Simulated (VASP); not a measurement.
Runs of VASP 6.6.1 on CaO. The structure is that of space group Fm-3m (No. 225), or close to it. The cells are those of the table. 

```tsv
task	level	cell	k mesh	cutoff (eV)	gap on the mesh (eV)	pressure (GPa)
single point	PBEsol	a = 3.399, b = 3.399, c = 3.416 Å, angles 59.8, 59.8, 59.7°, 2 atoms	8 × 8 × 8	600	(b)	-2.3
single point	PBEsol	a = 3.399, b = 3.399, c = 3.365 Å, angles 60.3, 60.3, 60.7°, 2 atoms	8 × 8 × 8	600	3.50	-2.3
single point	PBEsol	a = 3.399, b = 3.399, c = 3.331 Å, angles 60.7, 60.7, 61.3°, 2 atoms	8 × 8 × 8	600	3.45	-2.3
relaxation of cell and atoms	PBEsol+D3(BJ)	relaxed from a = 3.399 Å, angles 60.0°, 2 atoms	10 × 10 × 10	600	3.51	0.0
single point	PBE	a = 3.399 Å, angles 60.0°, 2 atoms	6 × 6 × 6	520	(a)	2.2
```

Alike in all rows: potentials or basis VASP PAW PBE potentials, release 64 (Ca_sv, O); no spin polarisation; smearing fermi-dirac 0.05 eV.

Q: Fill in the values left out.

A: (a) 3.63; (b) 3.52.

Caveats: the PAW data sets were made with another functional, which shifts forces and pressure a little (at least some runs).

A k mesh can miss the band edges.
